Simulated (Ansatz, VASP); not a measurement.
**One calculation of GaSb, two programs**

```
Ga Sb
1.0
     0.00000    2.89930    2.89930
     2.89930    0.00000    2.89930
     2.89930    2.89930    0.00000
Ga Sb
1 1
Direct
  0.00000 0.00000 0.00000
  0.50000 0.50000 0.50000
```

Alike in both runs: functional PBE; k mesh 13 × 13 × 13; occupations fermi-dirac, width 0.08 eV; no spin polarisation.

Ansatz relaxed the structure, and its values are those at the end. VASP's run is a single point on that final structure, the one shown.

|  | VASP | Ansatz |
| --- | --- | --- |
| version | VASP 6.6.1 | Ansatz 0.2.0 |
| potentials or method | VASP PAW PBE potentials, release 64 (Ga_d, Sb) | PAW with Ansatz's default frozen-core files, scalar-relativistic |
| plane-wave cutoff (eV) | 520 | 420 |
| valence electrons in the cell | 18 | 28 |

|  | VASP | Ansatz | Ansatz less VASP |
| --- | --- | --- | --- |
| pressure (GPa) | 0.0 | 0.0 | -0.01 |

With one functional, cell and mesh, what is left measures potentials, basis and numerics. VASP's potentials hold 18 valence electrons a cell and Ansatz's 28, so a difference there can come from the potentials and not from the codes.

Spin-orbit coupling is off throughout.
